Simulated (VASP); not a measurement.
A run of VASP 6.6.1 is set up as follows.

Contents of POSCAR:

```
Be
1.0
    3.8082480993      0.0000000000      0.0000000000
    0.0000000000      3.8082480993      0.0000000000
    0.0000000000      0.0000000000      2.3186846809
Be
4
Direct
    0.2974080000      0.2974080000      0.0000000000
    0.7025920000      0.7025920000      0.0000000000
    0.2025920000      0.7974080000      0.5000000000
    0.7974080000      0.2025920000      0.5000000000
```

INCAR.step1

```
SYSTEM = Be
PREC = Accurate
ENCUT = 660
ISMEAR = -1
SIGMA = 0.15
LREAL = .False.
LASPH = .True.
NELM = 120
NBANDS = 12
GGA = PE
ALGO = Normal
EDIFF = 1E-5
LWAVE = .True.
LCHARG = .False.
GGA_COMPAT = .False.
```

Contents of INCAR.step2:

```
SYSTEM = Be
PREC = Accurate
ENCUT = 660
EDIFF = 1E-6
ISMEAR = -1
SIGMA = 0.15
LREAL = .False.
LASPH = .True.
NELM = 120
ALGO = Normal
ISIF = 2
LWAVE = .False.
LCHARG = .False.
METAGGA = R2SCAN
LMIXTAU = .True.
NBANDS = 12
ISTART = 1
GGA_COMPAT = .False.
```

KPOINTS

```
Automatic mesh
0
Gamma
  6 6 10
  0 0 0
```

Potentials or basis: VASP PAW PBE potentials, release 64 (Be).

Command:

```sh
$ cat potpaw_PBE.64/Be/POTCAR > POTCAR
$ cp INCAR.step1 INCAR
$ mpirun -np 1 vasp_std > vasp.out
$ cp INCAR.step2 INCAR
$ mpirun -np 1 vasp_std > vasp.out
```

Estimate the largest force.

0.022 eV/Å.

Estimate the pressure.

-5.2 GPa.

Stress tensor (GPa, compression positive):
```
-5.71  0.00  0.00
 0.00 -5.71  0.00
 0.00  0.00 -4.24
```

Caveat: the cell stands under tension; the PAW data sets were made with another functional, which shifts forces and pressure a little.
